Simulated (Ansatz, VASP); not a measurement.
# Al5Rh: VASP beside Ansatz

INCAR

```
SYSTEM = Al5Rh
PREC = Accurate
ENCUT = 600
EDIFF = 1E-6
ISMEAR = 0
SIGMA = 0.1
LREAL = .FALSE.
LASPH = .TRUE.
NELM = 80
ALGO = Normal
ISIF = 3
LWAVE = .FALSE.
LCHARG = .FALSE.
GGA = PE
IBRION = 2
NSW = 90
EDIFFG = -0.04
```

The input KPOINTS:

```
Automatic mesh
0
G
  4 4 4
  0 0 0
```

File POSCAR:

```
Al5Rh
1.0
    0.0000000000      3.5189162800      3.5189162800
    3.5189162800      0.0000000000      3.5189162800
    3.5189162800      3.5189162800      0.0000000000
Al Rh
5 1
Direct
    0.3752183100      0.8743450600      0.3752183100
    0.3752183100      0.3752183100      0.3752183100
    0.7500000000      0.7500000000      0.7500000000
    0.8743450600      0.3752183100      0.3752183100
    0.3752183100      0.3752183100      0.8743450600
    0.0000000000      0.0000000000      0.0000000000
```

Input for Ansatz:

```yaml
crystal:
  lattice:
    - [0.0, 3.51891628, 3.51891628]
    - [3.51891628, 0.0, 3.51891628]
    - [3.51891628, 3.51891628, 0.0]
  atoms:
    - { symbol: Al, position: [0.37521831, 0.87434506, 0.37521831] }
    - { symbol: Al, position: [0.37521831, 0.37521831, 0.37521831] }
    - { symbol: Al, position: [0.75, 0.75, 0.75] }
    - { symbol: Al, position: [0.87434506, 0.37521831, 0.37521831] }
    - { symbol: Al, position: [0.37521831, 0.37521831, 0.87434506] }
    - { symbol: Rh, position: [0.0, 0.0, 0.0] }
basis:
  ecutwfc: 420
kpoints:
  mp_grid: { grid: [4, 4, 4] }
hamiltonian:
  xc: pbe
scf:
  occupations: { method: gaussian, width: 0.1 }
  lower_state_search: "off"
output:
  forces: true
  stress: true
  eigenvalues: true
relax:
  adjacent_minimum: "off"
  f_tol: 0.04
  max_steps: 70
  cell: { stress_tol: 0.4 }
```

Change from the starting cell: species swapped into the CaAu5 type (F-43m, No. 216).

Alike in both runs: task relaxation of cell and atoms; functional PBE; k mesh 4 × 4 × 4; occupations gaussian, width 0.1 eV; no spin polarisation.

|  | VASP | Ansatz |
| --- | --- | --- |
| version | VASP 6.6.1 | Ansatz 0.2.0 |
| potentials or method | VASP PAW PBE potentials, release 64 (Al, Rh_pv), cutoff 600 eV | scalar-relativistic, plane waves, PAW |
| valence electrons in the cell | 30 | 32 |

VASP gave:

```
gap on the k mesh at the Fermi level, each at its own relaxed structure (eV) : none
relaxed volume (Å³/atom)                                                     : 15.97
relaxed cell length with the largest relative difference (Å)                 : 5.136
```

Q: Estimate Ansatz's values.

A: gap on the k mesh at the Fermi level, each at its own relaxed structure (eV): none; relaxed volume (Å³/atom): 15.92; relaxed cell length with the largest relative difference (Å): 5.131.

A gap of «none» marks a metal or a gap that the smearing closes. VASP's potentials hold 30 valence electrons a cell and Ansatz's 32, so a difference there can come from the potentials and not from the codes.

The k mesh is coarse, so the values compare programs but aren't converged.
